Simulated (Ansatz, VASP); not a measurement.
# One calculation of NaCl, two programs

File INCAR:

```
SYSTEM = NaCl
  PREC = Accurate
  ENCUT = 400
  EDIFF = 1E-8
  ISMEAR = -1
  SIGMA = 0.02
  LREAL = .FALSE.
  LASPH = .TRUE.
  NELM = 120
  ALGO = Normal
  ISIF = 2
  LWAVE = .FALSE.
  LCHARG = .FALSE.
  GGA = PE
  LEFG = .TRUE.
  NBANDS = 14
  GGA_COMPAT = .FALSE.
```

File KPOINTS:

```
Automatic mesh
0
G
  8 8 8
  0 0 0
```

The input POSCAR:

```
NaCl
1.0
    2.8600000000      0.0000000000      0.0000000000
    0.0000000000      2.8600000000      0.0000000000
    0.0000000000      0.0000000000      2.8600000000
Na Cl
1 1
Direct
    0.0000000000      0.0000000000      0.0000000000
    0.5000000000      0.5000000000      0.5000000000
```

Input for Ansatz:

```yaml
crystal:
  lattice:
    - [2.86, 0.0, 0.0]
    - [0.0, 2.86, 0.0]
    - [0.0, 0.0, 2.86]
  atoms:
    - { symbol: Na, position: [0.0, 0.0, 0.0] }
    - { symbol: Cl, position: [0.5, 0.5, 0.5] }
kpoints:
  mp_grid: { grid: [8, 8, 8] }
  band_path:
    path:
      - [0.0, 0.0, 0.0]
      - [0.0, 0.5, 0.0]
      - [0.5, 0.5, 0.0]
      - [0.0, 0.0, 0.0]
      - [0.5, 0.5, 0.5]
      - [0.0, 0.5, 0.0]
      - [0.5, 0.5, 0.5]
      - [0.5, 0.5, 0.0]
    npoints: 8
scf:
  occupations: { method: fermi_dirac, width: 0.02 }
hamiltonian:
  xc: pbe
  pseudopotentials: { kind: all_electron, datasets: crystal }
output:
  forces: true
  stress: true
  eigenvalues: true
  efg: { contact_densities: true }
```

Alike in both runs: task electric field gradients; functional PBE; k mesh 8 × 8 × 8; occupations fermi-dirac, width 0.02 eV; no spin polarisation.

|  | VASP | Ansatz |
| --- | --- | --- |
| version | VASP 6.6.1 | Ansatz 0.2.0 |
| potentials or method | VASP PAW PBE potentials, release 64 (Na_pv, Cl), cutoff 400 eV | all-electron PAW with datasets made for the crystal, scalar-relativistic |

|  | VASP | Ansatz | Ansatz less VASP |
| --- | --- | --- | --- |
| gap on the k mesh at the Fermi level (eV) | 4.42 | 4.37 | -0.045 |

Ansatz ran all-electron here, and VASP with PAW potentials.
